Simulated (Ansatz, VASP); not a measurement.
# One calculation of Zn2CdS3, two programs

Contents of INCAR:

```
PREC     = Accurate       # precision mode
ENCUT    = 520            # plane-wave cutoff, eV
EDIFF    = 1E-6           # SCF threshold, eV
ISMEAR   = 0              # smearing method
SIGMA    = 0.1            # smearing width, eV
LREAL    = False          # projectors in reciprocal space
LASPH    = True           # aspherical terms in the spheres
NELM     = 80             # most SCF steps
ALGO     = Normal         # electronic algorithm
ISIF     = 2              # what is computed and relaxed
LWAVE    = False          # write WAVECAR
LCHARG   = True           # write CHGCAR
GGA      = PE             # functional
LELF     = True           # ELF
LVHAR    = True         
NBANDS   = 36             # bands
```

Contents of KPOINTS:

```
Automatic mesh
0
Gamma
  6 6 2
```

Contents of POSCAR:

```
Zn2CdS3
1.0
    3.9507637000      0.0000000000      0.0000000000
   -1.9753818000      3.4214617000      0.0000000000
    0.0000000000      0.0000000000      9.7749151000
Zn Cd S
2 1 3
Direct
    0.3333333000      0.6666667000      0.9915450000
    0.6666667000      0.3333333000      0.6754090000
    0.0000000000      0.0000000000      0.3288580000
    0.3333333000      0.6666667000      0.7507530000
    0.6666667000      0.3333333000      0.4354840000
    0.0000000000      0.0000000000      0.0679500000
```

Input for Ansatz:

```yaml
crystal:
  lattice:
    - [3.9507637, 0.0, 0.0]
    - [-1.9753818, 3.4214617, 0.0]
    - [0.0, 0.0, 9.7749151]
  atoms:
    - { symbol: Zn, position: [0.3333333, 0.6666667, 0.991545] }
    - { symbol: Zn, position: [0.6666667, 0.3333333, 0.675409] }
    - { symbol: Cd, position: [0.0, 0.0, 0.328858] }
    - { symbol: S, position: [0.3333333, 0.6666667, 0.750753] }
    - { symbol: S, position: [0.6666667, 0.3333333, 0.435484] }
    - { symbol: S, position: [0.0, 0.0, 0.06795] }
basis:
  ecutwfc: 420
kpoints:
  mp_grid: { grid: [6, 6, 2] }
hamiltonian:
  xc: pbe
scf:
  occupations: { method: gaussian, width: 0.1 }
  lower_state_search: "off"
output:
  forces: true
  stress: true
  eigenvalues: true
```

Alike in both runs: task single point; functional PBE; k mesh 6 × 6 × 2; occupations gaussian, width 0.1 eV; no spin polarisation.

```csv
,VASP,Ansatz
version,VASP 6.6.1,Ansatz 0.2.0
potentials or method,"VASP PAW PBE potentials, release 64 (Zn, Cd, S), cutoff 520 eV","scalar-relativistic, plane waves, PAW"
valence electrons in the cell,54,62
```

|  | VASP | Ansatz | Ansatz less VASP |
| --- | --- | --- | --- |
| gap on the k mesh at the Fermi level (eV) | 1.41 | 1.41 | 0.000 |
| least direct gap on the mesh (eV) | 1.41 | 1.41 | 0.000 |
| pressure (GPa) | 0.2 | 0.0 | -0.22 |
| rms of the force components (eV/Å) | 0.010 | 0.003 | -0.0072 |

Atom by atom the forces differ by 0.008 eV/Å (rms over components). VASP's potentials hold 54 valence electrons a cell and Ansatz's 62, so a difference there can come from the potentials and not from the codes.
